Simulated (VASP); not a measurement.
# InAs (rocksalt type) (Fm-3m) in VASP: settings compared

Aim: see how the results for InAs (rocksalt type) move with the level of theory and the settings. Levels: PBEsol, PBE. Tasks: electric field gradients.

Everything below comes from runs of VASP 6.6.1. Logs are shortened: lines on timing, memory, paths and dates and some standing lists are left out, and cuts for length are marked.

## Step 1: The cell of the first run

It takes space group Fm-3m (No. 225, cubic). Conventional cell: a = 5.749 Å, b = 5.749 Å, c = 5.749 Å, α = 90.00°, β = 90.00°, γ = 90.00°. In (site symmetry m-3m) has 6 As at 2.87 Å within 3.8 Å. As (site symmetry m-3m) has 6 In at 2.87 Å within 3.8 Å.

## Step 2: Electric field gradients, PBEsol

Input file INCAR:

```
ALGO = Normal ; EDIFF = 1E-8
ENCUT = 520 ; GGA = PS
ISIF = 2 ; ISMEAR = -1
LASPH = T ; LCHARG = F
LEFG = T ; LREAL = F
LWAVE = F ; NBANDS = 16
NELM = 100 ; PREC = Accurate
SIGMA = 0.05
```

Input file KPOINTS:

```
k-points
0
Gamma
  10 10 10
```

Input file POSCAR:

```
InAs
1.0
    0.0000000000      2.8743196729      2.8743196729
    2.8743196729      0.0000000000      2.8743196729
    2.8743196729      2.8743196729      0.0000000000
In As
1 1
Direct
    0.0000000000      0.0000000000      0.0000000000
    0.5000000000      0.5000000000      0.5000000000
```

Potentials or basis: VASP PAW PBE potentials, release 64 (In_d, As).

On the command line:

```sh
cat potpaw_PBE.64/In_d/POTCAR potpaw_PBE.64/As/POTCAR > POTCAR
mpirun -np 1 vasp_std > vasp.out
```

OUTCAR:

```text
EDIFF = 1E-8
   ENCUT = 520
   GGA = PS
   ISIF = 2
   ISMEAR = -1
   LASPH = T
   LREAL = F
   NELM = 100
   PREC = Accurate

 ion  position               nearest neighbor table
   1  0.000  0.000  0.000-   2 2.87   2 2.87   2 2.87   2 2.87   2 2.87   2 2.87
   2  0.500  0.500  0.500-   1 2.87   1 2.87   1 2.87   1 2.87   1 2.87   1 2.87

  LATTYP: Found a face centered cubic cell.
 ALAT       =     5.7486393458

  Lattice vectors:

 A1 = (   0.0000000000,   2.8743196729,   2.8743196729)
 A2 = (   2.8743196729,   0.0000000000,   2.8743196729)
 A3 = (   2.8743196729,   2.8743196729,   0.0000000000)

Analysis of symmetry for initial positions (statically):
=====================================================================
 Subroutine PRICEL returns:
 Original cell was already a primitive cell.

 Routine SETGRP: Setting up the symmetry group for a
 face centered cubic supercell.

 Subroutine GETGRP returns: Found 48 space group operations
 (whereof 48 operations were pure point group operations)
 out of a pool of 48 trial point group operations.

The static configuration has the point symmetry O_h .

Analysis of symmetry for dynamics (positions and initial velocities):
=====================================================================
 Subroutine PRICEL returns:
 Original cell was already a primitive cell.

 Routine SETGRP: Setting up the symmetry group for a
 face centered cubic supercell.

 Subroutine GETGRP returns: Found 48 space group operations
 (whereof 48 operations were pure point group operations)
 out of a pool of 48 trial point group operations.

The dynamic configuration has the point symmetry O_h .

 Subroutine INISYM returns: Found 48 space group operations
 (whereof 48 operations are pure point group operations),
 and found     1 'primitive' translations

----------------------------------------------------------------------------------------

                                     Primitive cell

  volume of cell :      47.4936

  direct lattice vectors                    reciprocal lattice vectors
     0.000000000  2.874319673  2.874319673    -0.173954207  0.173954207  0.173954207
     2.874319673  0.000000000  2.874319673     0.173954207 -0.173954207  0.173954207
     2.874319673  2.874319673  0.000000000     0.173954207  0.173954207 -0.173954207

  length of vectors
     4.064901864  4.064901864  4.064901864     0.301297525  0.301297525  0.301297525

  position of ions in fractional coordinates (direct lattice)
     0.000000000  0.000000000  0.000000000
     0.500000000  0.500000000  0.500000000

  ion indices of the primitive-cell ions
   primitive index   ion index
                 1           1
                 2           2

----------------------------------------------------------------------------------------

 KPOINTS: k-points

Automatic generation of k-mesh.
 Grid dimensions read from file:
 generate k-points for:   10   10   10

 Generating k-lattice:

  Cartesian coordinates                     Fractional coordinates (reciprocal lattice)
    -0.017395421  0.017395421  0.017395421     0.100000000  0.000000000  0.000000000
     0.017395421 -0.017395421  0.017395421     0.000000000  0.100000000  0.000000000
     0.017395421  0.017395421 -0.017395421     0.000000000  0.000000000  0.100000000

  Length of vectors
     0.030129753  0.030129753  0.030129753

  Shift w.r.t. Gamma in fractional coordinates (k-lattice)
     0.000000000  0.000000000  0.000000000

 Subroutine IBZKPT returns following result:
 ===========================================

 Found     47 irreducible k-points:

 Following reciprocal coordinates:
            Coordinates               Weight
  0.000000  0.000000  0.000000      1.000000
  0.100000  0.000000  0.000000      8.000000
  0.200000  0.000000  0.000000      8.000000
  0.300000  0.000000  0.000000      8.000000
  0.400000  0.000000  0.000000      8.000000
  0.500000  0.000000  0.000000      4.000000
[... 16 lines left out ...]
  0.300000  0.300000  0.000000      6.000000
  0.400000  0.300000  0.000000     24.000000
 [... further k-points ...]
   k-points           NKPTS =     47   k-points in BZ     NKDIM =     47   number of bands    NBANDS=     16
   number of dos      NEDOS =    301   number of ions     NIONS =      2
   total plane-waves  NPLWV =  27000
   dimension x,y,z NGX =    30 NGY =   30 NGZ =   30
   dimension x,y,z NGXF=    60 NGYF=   60 NGZF=   60
   ions per type =               1   1
   NGX,Y,Z   is equivalent  to a cutoff of  12.27, 12.27, 12.27 a.u.
   NGXF,Y,Z  is equivalent  to a cutoff of  24.54, 24.54, 24.54 a.u.
 SYSTEM =  unknown system
   PREC   = accura    normal or accurate (medium, high low for compatibility)
   ISTART =      0    job   : 0-new  1-cont  2-samecut
   ICHARG =      2    charge: 1-file 2-atom 10-const
   ISPIN  =      1    spin polarized calculation?
   LNONCOLLINEAR =      F non collinear calculations
   LSORBIT =      F    spin-orbit coupling
   LASPH  =      T    aspherical Exc in radial PAW
   ENCUT  =  520.0 eV  38.22 Ry    6.18 a.u.   7.56  7.56  7.56*2*pi/ulx,y,z
   NELM   =    100;   NELMIN=  2; NELMDL= -5     # of ELM steps
   EDIFF  = 0.1E-07   stopping-criterion for ELM
   LREAL  =      F    real-space projection
   EDIFFG = 0.1E-06   stopping-criterion for IOM
   NSW    =      0    number of steps for IOM
   IBRION =     -1    ionic relax: 0-MD 1-quasi-New 2-CG
   NFREE  =      0    steps in history (QN), initial steepest desc. (CG)
   ISIF   =      2    stress and relaxation
   ISYM   =      2    0-nonsym 1-usesym 2-fastsym
   POTIM  = 0.5000    time-step for ionic-motion
   TEBEG  =    0.0;   TEEND  =   0.0 temperature during run
   PSTRESS=    0.0 pullay stress
   NELECT =      18.0000    total number of electrons
   NUPDOWN=      -1.0000    fix difference up-down
   EMIN   =  10.00;   EMAX   =-10.00  energy-range for DOS
   EFERMI =   0.00;   METHOD = LEGACY
   ISMEAR =    -1;   SIGMA  =   0.05  broadening in eV -4-tet -1-fermi 0-gaus
   EFERMI_NEDOS =   21; number of points for ismear=-14 and -15
   IALGO  =     38    algorithm
   IMIX   =      4    mixing-type and parameters
     AMIX     =   0.40;   BMIX     =  1.00
     AMIX_MAG =   1.60;   BMIX_MAG =  1.00
  volume/ion in A,a.u.               =      23.75       160.25
  Fermi-wavevector in a.u.,A,eV,Ry     =   1.184733  2.238821 19.097042  1.403593
  Thomas-Fermi vector in A             =   2.320942
   LORBIT       =      0    0 simple, 1 ext, 2 COOP (PROOUT), +10 PAW based schemes
   GGA     = PS    functional components
   LHFCALC =     F    Hartree Fock is set to
   AEXX    =    0.0000 exact exchange contribution
   IVDW    =     0    specifies the selected vdW correction
   LEPSILON=     F    determine dielectric tensor
   LRPA    =     F    only Hartree local field effects (RPA)
 non-spin polarized calculation
  energy-cutoff  :      520.00
  volume of cell :       47.49
 maximum number of plane-waves:      1298
   NGX = 15   NGY = 15   NGZ = 15

 number of electron      18.0000001 magnetization

 Free energy of the ion-electron system (eV)
  ---------------------------------------------------
  ext. energy  EPLUGINS =         0.00000000
  ---------------------------------------------------
  free energy    TOTEN  =        -8.21266200 eV

  energy without entropy =       -8.20705776  energy(sigma->0) =       -8.20985988

 E-fermi :   5.7962     XC(G=0): -10.2653

 val. band max:        5.7644400560   @ k =  -0.3000   0.2000   0.0000
 cond. band min:       5.8066157166   @ k =   0.3000   0.0000   0.0000
 fundamental gap:      0.0421756606
 Fermi energy:         5.7961568530

 k-point     1 :       0.0000    0.0000    0.0000
  band No.  band energies     occupation
      1      -8.4261      2.00000
      2      -8.4261      2.00000
      3      -8.4042      2.00000
      4      -8.4042      2.00000
      5      -8.4042      2.00000
      6      -6.3207      2.00000
[... 8 lines left out ...]
     15      13.2674      0.00000
     16      13.2674      0.00000

 k-point     2 :       0.1000    0.0000    0.0000
  band No.  band energies     occupation
      1      -8.4300      2.00000
      2      -8.4300      2.00000
      3      -8.4044      2.00000
      4      -8.3999      2.00000
      5      -8.3999      2.00000
      6      -6.2120      2.00000
[... 8 lines left out ...]
     15      13.3603      0.00000
     16      13.3603      0.00000

 k-point     3 :       0.2000    0.0000    0.0000
  band No.  band energies     occupation
      1      -8.4423      2.00000
      2      -8.4423      2.00000
      3      -8.4055      2.00000
      4      -8.3862      2.00000
      5      -8.3862      2.00000
      6      -5.8957      2.00000
[... 8 lines left out ...]
     15      14.0299      0.00000
     16      14.0299      0.00000

 k-point     4 :       0.3000    0.0000    0.0000
  band No.  band energies     occupation
      1      -8.4584      2.00000
      2      -8.4584      2.00000
      3      -8.4076      2.00000
      4      -8.3682      2.00000
      5      -8.3682      2.00000
      6      -5.4145      2.00000
[... 8 lines left out ...]
     15      15.1098      0.00000
     16      15.1098      0.00000

 k-point     5 :       0.4000    0.0000    0.0000
  band No.  band energies     occupation
      1      -8.4716      2.00000
      2      -8.4716      2.00000
      3      -8.4099      2.00000
      4      -8.3534      2.00000
      5      -8.3534      2.00000
      6      -4.8929      2.00000
[... 8 lines left out ...]
     15      16.5025      0.00000
     16      16.5025      0.00000

 k-point     6 :       0.5000    0.0000    0.0000
  band No.  band energies     occupation
      1      -8.4767      2.00000
      2      -8.4767      2.00000
      3      -8.4109      2.00000
      4      -8.3477      2.00000
      5      -8.3477      2.00000
      6      -4.6333      2.00000
[... 8 lines left out ...]
     15      17.6356      0.00000
     16      17.6356      0.00000
[... 267 lines left out ...]
 k-point    21 :      -0.3000    0.2000    0.0000
  band No.  band energies     occupation
      1      -8.5075      2.00000
      2      -8.4633      2.00000
      3      -8.3941      2.00000
      4      -8.3688      2.00000
      5      -8.3601      2.00000
      6      -4.6953      2.00000
[... 8 lines left out ...]
     15      15.4857      0.00000
     16      17.3395      0.00000

 k-point    22 :      -0.2000    0.2000    0.0000
  band No.  band energies     occupation
      1      -8.4745      2.00000
      2      -8.4617      2.00000
      3      -8.4002      2.00000
      4      -8.3744      2.00000
      5      -8.3693      2.00000
      6      -5.2177      2.00000
[... 8 lines left out ...]
     15      15.2011      0.00000
     16      17.4641      0.00000

 k-point    23 :       0.3000    0.3000    0.0000
  band No.  band energies     occupation
      1      -8.5821      2.00000
      2      -8.4293      2.00000
      3      -8.4040      2.00000
      4      -8.3533      2.00000
      5      -8.3533      2.00000
      6      -4.9882      2.00000
[... 8 lines left out ...]
     15      17.2274      0.00000
     16      18.1913      0.00000

 k-point    24 :       0.4000    0.3000    0.0000
  band No.  band energies     occupation
      1      -8.6168      2.00000
      2      -8.4301      2.00000
      3      -8.4066      2.00000
      4      -8.3451      2.00000
      5      -8.3406      2.00000
      6      -4.5318      2.00000
[... 8 lines left out ...]
     15      18.1775      0.00000
     16      18.7215      0.00000

 [... further k-points ...]
[... 5 lines left out ...]
  --------------------------------------------------------------------------------------
  -------------------------------------------------------------------------------------
  Total       -0.9472350     -0.9472350     -0.9472350      0.0000000     -0.0000000     -0.0000000
  in kB      -31.9545813    -31.9545813    -31.9545813      0.0000000     -0.0000000     -0.0000000
  external PRESSURE =     -31.9545813 kB  Pullay stress =       0.0000000 kB

 VOLUME and BASIS-vectors are now :
 -----------------------------------------------------------------------------
  energy-cutoff  :      520.00
  volume of cell :       47.49
      direct lattice vectors                 reciprocal lattice vectors
     0.000000000  2.874319673  2.874319673    -0.173954207  0.173954207  0.173954207
     2.874319673  0.000000000  2.874319673     0.173954207 -0.173954207  0.173954207
     2.874319673  2.874319673  0.000000000     0.173954207  0.173954207 -0.173954207

 POSITION                                       TOTAL-FORCE (eV/Angst)
 -----------------------------------------------------------------------------------
      0.00000      0.00000      0.00000        -0.000000      0.000000      0.000000
      2.87432      2.87432      2.87432         0.000000     -0.000000     -0.000000
 -----------------------------------------------------------------------------------
    total drift:                               -0.000000      0.000000      0.000000

  FREE ENERGIE OF THE ION-ELECTRON SYSTEM (eV)
  ---------------------------------------------------
  free  energy   TOTEN  =        -8.2126620036 eV

  energy  without entropy=       -8.2070577597  energy(sigma->0) =       -8.20985988

 Electric field gradients (V/A^2)
---------------------------------------------------------------------
 ion       V_xx      V_yy      V_zz      V_xy      V_xz      V_yz
---------------------------------------------------------------------
   1      -0.000     0.000    -0.000    -0.002    -0.002    -0.002
   2       0.000     0.000     0.000     0.000     0.000     0.000
---------------------------------------------------------------------

 Electric field gradients after diagonalization (V/A^2)
 (convention: |V_zz| > |V_xx| > |V_yy|)
----------------------------------------------------------------------
 ion       V_xx      V_yy      V_zz     asymmetry (V_yy - V_xx)/ V_zz
----------------------------------------------------------------------
   1       0.002     0.002    -0.004       0.000
   2      -0.000    -0.000     0.001       0.000
----------------------------------------------------------------------

           NMR quadrupolar parameters

 Cq : quadrupolar parameter    Cq=e*Q*V_zz/h
 eta: asymmetry parameters     (V_yy - V_xx)/ V_zz
 Q  : nuclear electric quadrupole moment in mb (millibarn)
----------------------------------------------------------------------
 ion       Cq(MHz)       eta       Q (mb)
----------------------------------------------------------------------
   1      -0.000       0.000       1.000
   2       0.000       0.000       1.000
----------------------------------------------------------------------
```

Run time: 65 s. Hardware: 1 thread of Intel Xeon 8259CL, shared host; peak memory 0.19 GiB.

What came out:

| Property | Result |
| --- | --- |
| Free energy | -8.2127 eV |
| Pressure | -3.2 GPa |
| Band gap on the k mesh | zero (bands 9 and 10 overlap by 2.59 eV) |
| Largest electric field gradient by atom | zero within the noise of the run |

Levels at points of the mesh, in eV from the Fermi level:
```tsv
k point	band 5	band 6	band 7	band 8	band 9	band 10	band 11	band 12	band 13	band 14
(0.00, 0.00, 0.00)	-14.20	-12.12	-0.68	-0.18	-0.18	-0.18	7.16	7.16	7.16	7.47
(0.50, 0.00, 0.00)	-14.14	-10.43	-6.54	0.21	0.21	2.07	3.25	3.25	4.40	10.58
(0.50, 0.50, 0.00)	-14.12	-9.53	-4.73	-2.96	-2.23	-2.23	3.82	9.19	9.19	10.00
```

Caveat: the cell stands under tension; the PAW data sets were made with another functional, which shifts forces and pressure a little; spin-orbit coupling is left out, which moves the levels of the heavy elements.

[end of part 1 of 2]
